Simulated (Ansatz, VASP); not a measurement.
**Two plane-wave programs on B**

```
B
1.0
     2.50711    1.44748    1.19708
    -2.50711    1.44748    1.19708
     0.00000   -2.89496    1.19708
B
3
Cartesian
  -0.5066 -2.0174 1.1971
  2.0005 0.5700 1.1971
  -1.4938 1.4475 1.1971
```

Alike in both runs: task relaxation of cell and atoms; functional PBE; k mesh 18 × 18 × 18; occupations gaussian, width 0.1 eV; no spin polarisation.

|  | VASP | Ansatz |
| --- | --- | --- |
| version | VASP 6.6.1 | Ansatz 0.2.0 |
| potentials or method | VASP PAW PBE potentials, release 64 (B), cutoff 600 eV | scalar-relativistic, plane waves, PAW |
| valence electrons in the cell | 9 | 9 |

|  | VASP | Ansatz | Ansatz less VASP |
| --- | --- | --- | --- |
| gap on the k mesh at the Fermi level, each at its own relaxed structure (eV) | none | none | - |
| relaxed volume (Å³/atom) | 8.70 | 8.70 | +0.007 |
| relaxed length of the cell vector where the two differ most in proportion (Å) | 3.127 | 3.128 | +0.0008 |

A gap of «none» marks a metal or a gap that the smearing closes.
